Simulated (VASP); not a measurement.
Input of a VASP 6.6.1 run:

INCAR

```
SYSTEM = BN
PREC = Accurate
ENCUT = 520
EDIFF = 1E-7
ISMEAR = 0
SIGMA = 0.05
LREAL = .FALSE.
LASPH = .TRUE.
NELM = 60
ALGO = Normal
ISIF = 2
LWAVE = .FALSE.
LCHARG = .FALSE.
GGA = PE
NBANDS = 16
```

File KPOINTS:

```
Automatic mesh
0
G
  12 12 6
  0 0 0
```

Contents of POSCAR:

```
BN
1.0
    2.3496244336      0.0000000000      0.0000000000
   -1.1748122168      2.0348344488      0.0000000000
    0.0000000000      0.0000000000      4.0577808000
B N
2 2
Direct
    0.6666666667      0.3333333333      0.9997240000
    0.3333333333      0.6666666667      0.4997240000
    0.6666666667      0.3333333333      0.6252760000
    0.3333333333      0.6666666667      0.1252760000
```

Potentials or basis: VASP PAW PBE potentials, release 64 (B, N).

The run is started by

```bash
$ cat potpaw_PBE.64/B/POTCAR potpaw_PBE.64/N/POTCAR > POTCAR
$ mpirun -np 1 vasp_std > vasp.out
```

Problem. What does it give for the band gap on the k mesh?

Solution. 4.55 eV, indirect (least direct gap 8.10 eV).

Problem. What does it give for the pressure?

Solution. 114.5 GPa.

Problem. What does it give for the largest force?

Solution. 0.669 eV/Å.

Forces in eV/Å, atoms in the order of the input:
```
B    0.000  0.000 -0.669
B    0.000  0.000 -0.669
N    0.000  0.000  0.669
N    0.000  0.000  0.669
```

Caveat: the cell differs from its parent crystal (strain -0.080 along x and y, -0.040 along z). A k mesh can miss the band edges.
